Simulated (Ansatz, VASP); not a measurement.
# TiB2 in VASP and in Ansatz

POSCAR

```
TiB2
1.0
    3.0259273100      0.0000000000      0.0000000000
   -1.5129636600      2.6205299200      0.0000000000
    0.0000000000      0.0000000000      3.2287677100
Ti B
1 2
Direct
    0.0000000000      0.0000000000      0.0000000000
    0.3333333300      0.6666666700      0.5000000000
    0.6666666700      0.3333333300      0.5000000000
```

INCAR.step1

```
SYSTEM = TiB2
ALGO     = Normal         ! electronic algorithm
EDIFF    = 1E-4           ! SCF threshold, eV
ENCUT    = 600            ! plane-wave cutoff, eV
GGA      = PE             ! functional
ISMEAR   = 0              ! smearing method
LASPH    = .True.         ! aspherical terms in the spheres
LCHARG   = .False.        ! write CHGCAR
LREAL    = .False.        ! projectors in reciprocal space
LWAVE    = .True.         ! write WAVECAR
NELM     = 100            ! most SCF steps
PREC     = Accurate       ! precision mode
SIGMA    = 0.1            ! smearing width, eV
```

Contents of INCAR.step2:

```
SYSTEM = TiB2
ALGO     = Normal         ! electronic algorithm
EDIFF    = 1E-6           ! SCF threshold, eV
EDIFFG   = -0.002         ! ionic threshold
ENCUT    = 600            ! plane-wave cutoff, eV
IBRION   = 2              ! ionic algorithm
ISIF     = 3              ! what is computed and relaxed
ISMEAR   = 0              ! smearing method
ISTART   = 1            
LASPH    = .True.         ! aspherical terms in the spheres
LCHARG   = .False.        ! write CHGCAR
LMIXTAU  = .True.       
LREAL    = .False.        ! projectors in reciprocal space
LWAVE    = .False.        ! write WAVECAR
METAGGA  = R2SCAN         ! meta-GGA
NELM     = 100            ! most SCF steps
NSW      = 100            ! ionic steps
PREC     = Accurate       ! precision mode
SIGMA    = 0.1            ! smearing width, eV
```

KPOINTS

```
k-points
0
Gamma
  15 15 12
  0 0 0
```

Input for Ansatz:

```yaml
crystal:
  lattice:
    - [3.02592731, 0.0, 0.0]
    - [-1.51296366, 2.62052992, 0.0]
    - [0.0, 0.0, 3.22876771]
  atoms:
    - { symbol: Ti, position: [0.0, 0.0, 0.0] }
    - { symbol: B, position: [0.33333333, 0.66666667, 0.5] }
    - { symbol: B, position: [0.66666667, 0.33333333, 0.5] }
basis:
  ecutwfc: 500
kpoints:
  mp_grid: { grid: [15, 15, 12] }
hamiltonian:
  xc: r2scan
  pseudopotentials: { kind: paw, azcp: { folder: soft_1 } }
scf:
  occupations: { method: gaussian, width: 0.1 }
output:
  forces: true
  stress: true
  eigenvalues: true
  write_density: true
  write_potential: true
  elf: true
  volumetric_format: npy
relax:
  adjacent_minimum: "off"
  f_tol: 0.002
  max_steps: 80
  cell: { stress_tol: 0.02 }
```

Alike in both runs: task relaxation of cell and atoms; functional r2SCAN; k mesh 15 × 15 × 12; occupations gaussian, width 0.1 eV; no spin polarisation.

|  | VASP | Ansatz |
| --- | --- | --- |
| version | VASP 6.6.1 | Ansatz 0.2.0 |
| potentials or method | VASP PAW PBE potentials, release 64 (Ti_sv, B), cutoff 600 eV | scalar-relativistic, plane waves, PAW |
| valence electrons in the cell | 18 | 18 |

```tsv
	VASP	Ansatz	Ansatz less VASP
gap on the k mesh at the Fermi level, each at its own relaxed structure (eV)	none	none	-
relaxed volume (Å³/atom)	8.54	8.52	-0.024
relaxed cell length with the largest relative difference (Å)	3.228	3.224	-0.0041
```

VASP's potentials were made for PBE, not for r2SCAN. A gap of «none» marks a metal or a gap that the smearing closes.
